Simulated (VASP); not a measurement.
# ZnS (F-43m) in VASP: single point with PBE

Aim: the single point of ZnS with PBE.

Everything below comes from runs of VASP 6.6.1. Logs are shortened: lines on timing, memory, paths and dates and some standing lists are left out, and cuts for length are marked.

## 1. The cell of the first run

The structure is cubic, space group F-43m (No. 216). Conventional cell: a = 5.442 Å, b = 5.442 Å, c = 5.442 Å, α = 90.00°, β = 90.00°, γ = 90.00°. Within 3.1 Å of Zn (site symmetry -43m) lie 4 S at 2.36 Å. Within 3.1 Å of S (site symmetry -43m) lie 4 Zn at 2.36 Å.

## 2. Single point, PBE

Contents of INCAR:

```
SYSTEM = ZnS
ALGO     = Normal         ! electronic algorithm
EDIFF    = 1E-6           ! SCF threshold, eV
ENCUT    = 500            ! plane-wave cutoff, eV
GGA      = PE             ! functional
GGA_COMPAT= .False.      
ISIF     = 2              ! what is computed and relaxed
ISMEAR   = 0              ! smearing method
LASPH    = .True.         ! aspherical terms in the spheres
LCHARG   = .False.        ! write CHGCAR
LREAL    = Auto         
LWAVE    = .False.        ! write WAVECAR
NBANDS   = 166            ! bands
NELM     = 120            ! most SCF steps
PREC     = Accurate       ! precision mode
SIGMA    = 0.01           ! smearing width, eV
```

Contents of KPOINTS:

```
k-points
0
Gamma
  3 3 3
  0 0 0
```

Contents of POSCAR:

```
ZnS
1.0
   -5.4423086076      5.4423086076     -5.4423086076
    5.4423086076     -5.4423086076     -5.4423086076
   -5.4423086076     -5.4423086076      5.4423086076
Zn S
16 16
Direct
    0.5000000000      0.2500000000      0.2500000000
    0.2500000000      0.2500000000      0.5000000000
    0.0000000000      0.2500000000      0.7500000000
    0.7500000000      0.0000000000      0.2500000000
    0.7500000000      0.2500000000      0.0000000000
    0.5000000000      0.0000000000      0.5000000000
    0.2500000000      0.0000000000      0.7500000000
    0.0000000000      0.7500000000      0.2500000000
    1.0000000000      1.0000000000      1.0000000000
    0.7500000000      0.7500000000      0.5000000000
    0.5000000000      0.7500000000      0.7500000000
    0.2500000000      0.5000000000      0.2500000000
    0.2500000000      0.7500000000      0.0000000000
    0.0000000000      0.5000000000      0.5000000000
    0.7500000000      0.5000000000      0.7500000000
    0.5000000000      0.5000000000      0.0000000000
    0.5000000000      0.0000000000      0.2500000000
    0.2500000000      0.0000000000      0.5000000000
    0.0000000000      0.0000000000      0.7500000000
    0.7500000000      0.7500000000      0.2500000000
    0.7500000000      0.0000000000      0.0000000000
    0.5000000000      0.7500000000      0.5000000000
    0.2500000000      0.7500000000      0.7500000000
    0.0000000000      0.5000000000      0.2500000000
    0.0000000000      0.7500000000      0.0000000000
    0.7500000000      0.5000000000      0.5000000000
    0.5000000000      0.5000000000      0.7500000000
    0.2500000000      0.2500000000      0.2500000000
    0.2500000000      0.5000000000      0.0000000000
    0.0000000000      0.2500000000      0.5000000000
    0.7500000000      0.2500000000      0.7500000000
    0.5000000000      0.2500000000      0.0000000000
```

Potentials or basis: VASP PAW PBE potentials, release 64 (Zn, S).

Run with:

```
$ cat potpaw_PBE.64/Zn/POTCAR potpaw_PBE.64/S/POTCAR > POTCAR
$ mpirun -np 1 vasp_std > vasp.out
```

OUTCAR:

```text
SYSTEM = ZnS
   EDIFF = 1E-6
   ENCUT = 500
   GGA = PE
   ISIF = 2
   ISMEAR = 0
   LASPH = .True.
   LREAL = Auto
   NELM = 120
   PREC = Accurate

 ion  position               nearest neighbor table
   1  0.500  0.250  0.250-  17 2.36  26 2.36  28 2.36  32 2.36
   2  0.250  0.250  0.500-  18 2.36  27 2.36  28 2.36  30 2.36
   3  0.000  0.250  0.750-  19 2.36  29 2.36  30 2.36  31 2.36
   4  0.750  0.000  0.250-  17 2.36  20 2.36  21 2.36  30 2.36
   5  0.750  0.250  0.000-  21 2.36  24 2.36  31 2.36  32 2.36
   6  0.500  0.000  0.500-  17 2.36  18 2.36  22 2.36  31 2.36
[... 24 lines left out ...]
  31  0.750  0.250  0.750-   3 2.36   5 2.36   6 2.36  15 2.36
  32  0.500  0.250  0.000-   1 2.36   5 2.36   7 2.36  16 2.36

  LATTYP: Found a body centered cubic cell.
 ALAT       =    10.8846172152

  Lattice vectors:

 A1 = (  -5.4423086076,   5.4423086076,  -5.4423086076)
 A2 = (   5.4423086076,  -5.4423086076,  -5.4423086076)
 A3 = (  -5.4423086076,  -5.4423086076,   5.4423086076)

Analysis of symmetry for initial positions (statically):
=====================================================================
 Subroutine PRICEL returns following result:

  LATTYP: Found a face centered cubic cell.
 ALAT       =     5.4423086076

  Lattice vectors:

 A1 = (   2.7211543038,  -2.7211543038,   0.0000000000)
 A2 = (   2.7211543038,  -0.0000000000,   2.7211543038)
 A3 = (   0.0000000000,  -2.7211543038,   2.7211543038)

  16 primitive cells build up your supercell.

 Routine SETGRP: Setting up the symmetry group for a
 body centered cubic supercell.

 Subroutine GETGRP returns: Found 24 space group operations
 (whereof 24 operations were pure point group operations)
 out of a pool of 48 trial point group operations.

The static configuration has the point symmetry T_d .

Analysis of symmetry for dynamics (positions and initial velocities):
=====================================================================
 Subroutine PRICEL returns following result:

  LATTYP: Found a face centered cubic cell.
 ALAT       =     5.4423086076

  Lattice vectors:

 A1 = (   2.7211543038,  -2.7211543038,   0.0000000000)
 A2 = (   2.7211543038,  -0.0000000000,   2.7211543038)
 A3 = (   0.0000000000,  -2.7211543038,   2.7211543038)

  16 primitive cells build up your supercell.

 Routine SETGRP: Setting up the symmetry group for a
 body centered cubic supercell.

 Subroutine GETGRP returns: Found 24 space group operations
 (whereof 24 operations were pure point group operations)
 out of a pool of 48 trial point group operations.

The dynamic configuration has the point symmetry T_d .

 Subroutine INISYM returns: Found 24 space group operations
 (whereof 24 operations are pure point group operations),
 and found    16 'primitive' translations

----------------------------------------------------------------------------------------

                                     Primitive cell

  volume of cell :      40.2986

  direct lattice vectors                    reciprocal lattice vectors
     2.721154304 -2.721154304  0.000000000     0.183745552 -0.183745552 -0.183745552
     2.721154304 -0.000000000  2.721154304     0.183745552  0.183745552  0.183745552
     0.000000000 -2.721154304  2.721154304    -0.183745552 -0.183745552  0.183745552

  length of vectors
     3.848293322  3.848293322  3.848293322     0.318256632  0.318256632  0.318256632

  position of ions in fractional coordinates (direct lattice)
     1.000000000  1.000000000  0.000000000
     0.250000000  0.250000000  0.250000000

  ion indices of the primitive-cell ions
   primitive index   ion index
                 1           1
                 2          17

----------------------------------------------------------------------------------------

 KPOINTS: k-points

Automatic generation of k-mesh.
 Grid dimensions read from file:
 generate k-points for:    3    3    3

 Generating k-lattice:

  Cartesian coordinates                     Fractional coordinates (reciprocal lattice)
    -0.030624259  0.000000000 -0.030624259     0.333333333  0.000000000  0.000000000
     0.000000000 -0.030624259 -0.030624259     0.000000000  0.333333333  0.000000000
    -0.030624259 -0.030624259  0.000000000     0.000000000  0.000000000  0.333333333

  Length of vectors
     0.043309242  0.043309242  0.043309242

  Shift w.r.t. Gamma in fractional coordinates (k-lattice)
     0.000000000  0.000000000  0.000000000

 Subroutine IBZKPT returns following result:
 ===========================================

 Found      4 irreducible k-points:

 Following reciprocal coordinates:
            Coordinates               Weight
  0.000000  0.000000  0.000000      1.000000
  0.333333  0.000000  0.000000     12.000000
  0.333333  0.333333  0.000000      8.000000
 -0.333333  0.333333  0.333333      6.000000
   k-points           NKPTS =      4   k-points in BZ     NKDIM =      4   number of bands    NBANDS=    166
   number of dos      NEDOS =    301   number of ions     NIONS =     32
   total plane-waves  NPLWV = 343000
   dimension x,y,z NGX =    70 NGY =   70 NGZ =   70
   dimension x,y,z NGXF=   140 NGYF=  140 NGZF=  140
   ions per type =              16  16
   NGX,Y,Z   is equivalent  to a cutoff of  12.35, 12.35, 12.35 a.u.
   NGXF,Y,Z  is equivalent  to a cutoff of  24.69, 24.69, 24.69 a.u.
 SYSTEM =  ZnS
   PREC   = accura    normal or accurate (medium, high low for compatibility)
   ISTART =      0    job   : 0-new  1-cont  2-samecut
   ICHARG =      2    charge: 1-file 2-atom 10-const
   ISPIN  =      1    spin polarized calculation?
   LNONCOLLINEAR =      F non collinear calculations
   LSORBIT =      F    spin-orbit coupling
   LASPH  =      T    aspherical Exc in radial PAW
   ENCUT  =  500.0 eV  36.75 Ry    6.06 a.u.  17.19 17.19 17.19*2*pi/ulx,y,z
   NELM   =    120;   NELMIN=  2; NELMDL= -5     # of ELM steps
   EDIFF  = 0.1E-05   stopping-criterion for ELM
   LREAL  =      T    real-space projection
   EDIFFG = 0.1E-04   stopping-criterion for IOM
   NSW    =      0    number of steps for IOM
[... 5 lines left out ...]
   TEBEG  =    0.0;   TEEND  =   0.0 temperature during run
   PSTRESS=    0.0 pullay stress
   NELECT =     288.0000    total number of electrons
   NUPDOWN=      -1.0000    fix difference up-down
   EMIN   =  10.00;   EMAX   =-10.00  energy-range for DOS
   EFERMI =   0.00;   METHOD = LEGACY
   ISMEAR =     0;   SIGMA  =   0.01  broadening in eV -4-tet -1-fermi 0-gaus
   EFERMI_NEDOS =   21; number of points for ismear=-14 and -15
   IALGO  =     38    algorithm
   IMIX   =      4    mixing-type and parameters
     AMIX     =   0.40;   BMIX     =  1.00
     AMIX_MAG =   1.60;   BMIX_MAG =  1.00
  volume/ion in A,a.u.               =      20.15       135.97
  Fermi-wavevector in a.u.,A,eV,Ry     =   1.251418  2.364838 21.307373  1.566048
  Thomas-Fermi vector in A             =   2.385367
   LORBIT       =      0    0 simple, 1 ext, 2 COOP (PROOUT), +10 PAW based schemes
   GGA     = PE    functional components
   LHFCALC =     F    Hartree Fock is set to
   AEXX    =    0.0000 exact exchange contribution
   IVDW    =     0    specifies the selected vdW correction
   LEPSILON=     F    determine dielectric tensor
   LRPA    =     F    only Hartree local field effects (RPA)
 non-spin polarized calculation
 Gauss-broadening in eV      SIGMA  =   0.01
  energy-cutoff  :      500.00
  volume of cell :      644.78
 maximum number of plane-waves:     16386
 NGX is ok and might be reduce to    70
   NGX = 35   NGY = 35   NGZ = 35

 number of electron     288.0000366 magnetization

 Free energy of the ion-electron system (eV)
  ---------------------------------------------------
  ext. energy  EPLUGINS =         0.00000000
  ---------------------------------------------------
  free energy    TOTEN  =      -109.65033560 eV

  energy without entropy =     -109.65033560  energy(sigma->0) =     -109.65033560

 E-fermi :   1.9876     XC(G=0):  -9.5306

 val. band max:        1.9115186059   @ k =   0.0000   0.0000   0.0000
 cond. band min:       3.9336168286   @ k =   0.0000   0.0000   0.0000
 fundamental gap:      2.0220982227
 Fermi energy:         1.9875834100

 k-point     1 :       0.0000    0.0000    0.0000
  band No.  band energies     occupation
      1     -11.0838      2.00000
      2     -10.2198      2.00000
      3     -10.2198      2.00000
      4     -10.2198      2.00000
      5     -10.2198      2.00000
      6     -10.2198      2.00000
[... 148 lines left out ...]
    155       6.6895      0.00000
    156       6.6895      0.00000

 k-point     2 :       0.3333    0.0000    0.0000
  band No.  band energies     occupation
      1     -10.9510      2.00000
      2     -10.6087      2.00000
      3     -10.3565      2.00000
      4     -10.3565      2.00000
      5     -10.3565      2.00000
      6     -10.3565      2.00000
[... 148 lines left out ...]
    155       6.4345      0.00000
    156       6.4345      0.00000

 k-point     3 :       0.3333    0.3333    0.0000
  band No.  band energies     occupation
      1     -10.7141      2.00000
      2     -10.7141      2.00000
      3     -10.7141      2.00000
      4     -10.4487      2.00000
      5     -10.1910      2.00000
      6     -10.1910      2.00000
[... 148 lines left out ...]
    155       6.4711      0.00000
    156       6.4711      0.00000

 k-point     4 :      -0.3333    0.3333    0.3333
  band No.  band energies     occupation
      1     -10.8238      2.00000
      2     -10.5000      2.00000
      3     -10.5000      2.00000
      4     -10.5000      2.00000
      5     -10.5000      2.00000
      6     -10.2358      2.00000
[... 148 lines left out ...]
    155       6.4738      0.00000
    156       6.7784      0.00000
 [bands above 156 left out]

------------------------ aborting loop because EDIFF is reached ----------------------------------------

  FORCE on cell =-STRESS in cart. coord.  units (eV):
  Direction    XX          YY          ZZ          XY          YZ          ZX
  --------------------------------------------------------------------------------------
  -------------------------------------------------------------------------------------
  Total        0.6502165      0.6502165      0.6502165      0.0000000      0.0000000      0.0000000
  in kB        1.6156940      1.6156940      1.6156940      0.0000000      0.0000000      0.0000000
  external PRESSURE =       1.6156940 kB  Pullay stress =       0.0000000 kB

 VOLUME and BASIS-vectors are now :
 -----------------------------------------------------------------------------
  energy-cutoff  :      500.00
  volume of cell :      644.78
      direct lattice vectors                 reciprocal lattice vectors
    -5.442308608  5.442308608 -5.442308608    -0.091872776  0.000000000 -0.091872776
     5.442308608 -5.442308608 -5.442308608     0.000000000 -0.091872776 -0.091872776
    -5.442308608 -5.442308608  5.442308608    -0.091872776 -0.091872776  0.000000000

 POSITION                                       TOTAL-FORCE (eV/Angst)
 -----------------------------------------------------------------------------------
     -2.72115      0.00000     -2.72115        -0.000000     -0.000000     -0.000000
     -2.72115     -2.72115      0.00000        -0.000000     -0.000000     -0.000000
     -2.72115     -5.44231      2.72115        -0.000000     -0.000000     -0.000000
     -5.44231      2.72115     -2.72115        -0.000000     -0.000000     -0.000000
     -2.72115      2.72115     -5.44231        -0.000000     -0.000000     -0.000000
     -5.44231      0.00000      0.00000        -0.000000     -0.000000     -0.000000
[... 24 lines left out ...]
     -6.80289     -1.36058     -1.36058         0.000000     -0.000000      0.000000
     -1.36058      1.36058     -4.08173         0.000000      0.000000     -0.000000
 -----------------------------------------------------------------------------------
    total drift:                                0.000208      0.000208      0.000209

  FREE ENERGIE OF THE ION-ELECTRON SYSTEM (eV)
  ---------------------------------------------------
  free  energy   TOTEN  =      -109.6503356036 eV

  energy  without entropy=     -109.6503356036  energy(sigma->0) =     -109.65033560
```

Wall time 15 min (1 thread of Intel Xeon Platinum 8375C at 2.90GHz (Ice Lake), shared host); peak memory 0.82 GiB.

Results:

```
Free energy            : -109.6503 eV
Pressure               : 0.2 GPa
Band gap on the k mesh : 2.02 eV
```
